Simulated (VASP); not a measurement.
Input of a VASP 6.6.1 run:

The input INCAR:

```
SYSTEM = K2In2Ag3
PREC = Accurate
ENCUT = 520
EDIFF = 1E-7
ISMEAR = 0
SIGMA = 0.1
LREAL = .False.
LASPH = .True.
NELM = 60
ALGO = Fast
ISIF = 2
LWAVE = .False.
LCHARG = .True.
GGA = PE
LELF = .True.
LVHAR = .True.
NBANDS = 48
```

KPOINTS

```
regular mesh
0
Gamma
  6 6 6
  0 0 0
```

The input POSCAR:

```
K2In2Ag3
1.0
    5.6788959967      0.0000000000      0.0000000000
   -2.8394479983      4.9180681986      0.0000000000
    0.0000000000      0.0000000000      6.3331504612
K In Ag
2 2 3
Direct
    0.3333333333      0.6666666667      0.0000000000
    0.6666666667      0.3333333333      0.0000000000
    0.0000000000      0.0000000000      0.2672342364
    0.0000000000      0.0000000000      0.7327657636
    0.5000000000      0.0000000000      0.5000000000
    0.0000000000      0.5000000000      0.5000000000
    0.5000000000      0.5000000000      0.5000000000
```

Potentials or basis: VASP PAW PBE potentials, release 64 (K_sv, In_d, Ag).

Run with:

```bash
$ cat potpaw_PBE.64/K_sv/POTCAR potpaw_PBE.64/In_d/POTCAR potpaw_PBE.64/Ag/POTCAR > POTCAR
$ mpirun -np 1 vasp_std > vasp.out
```

(1) Predict the band gap on the k mesh.

(2) Estimate the pressure.

Answers

(1) zero (an odd number of electrons rules out a gap without spin polarisation).

(2) 1.1 GPa.

Caveat: spin-orbit coupling is left out, which moves the levels of the heavy elements.
